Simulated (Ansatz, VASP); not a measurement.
MgS: VASP beside Ansatz

```
Mg S
1.0
     4.02863    0.00000    0.00000
    -2.01431    3.48889    0.00000
     0.00000    0.00000    6.48666
Mg S
2 2
Direct
  0.33333 0.66667 0.99767
  0.66667 0.33333 0.49767
  0.33333 0.66667 0.37733
  0.66667 0.33333 0.87733
```

Change from the starting cell: uniaxial_z strain +0.5%.

Alike in both runs: task single point; functional HSE06; k mesh 6 × 6 × 4; no spin polarisation.

|  | VASP | Ansatz |
| --- | --- | --- |
| version | VASP 6.6.1 | Ansatz 0.2.0 |
| potentials or method | VASP PAW PBE potentials, release 64 (Mg, S) | plane waves, PAW |
| plane-wave cutoff (eV) | 520 | 420 |
| occupations | gaussian, width 0.01 eV | fixed |
| valence electrons in the cell | 16 | 32 |

|  | VASP | Ansatz | Ansatz less VASP |
| --- | --- | --- | --- |
| gap on the k mesh at the Fermi level (eV) | 4.51 | 4.52 | +0.017 |
| pressure (GPa) | -0.4 | -0.3 | +0.17 |
| traceless stress, the component that is largest in VASP (GPa) | -0.17 | -0.18 | -0.011 |

VASP's potentials hold 16 valence electrons a cell and Ansatz's 32, so a difference there can come from the potentials and not from the codes. Ansatz's warnings: stress exchange threshold loose, stress scf threshold loose.
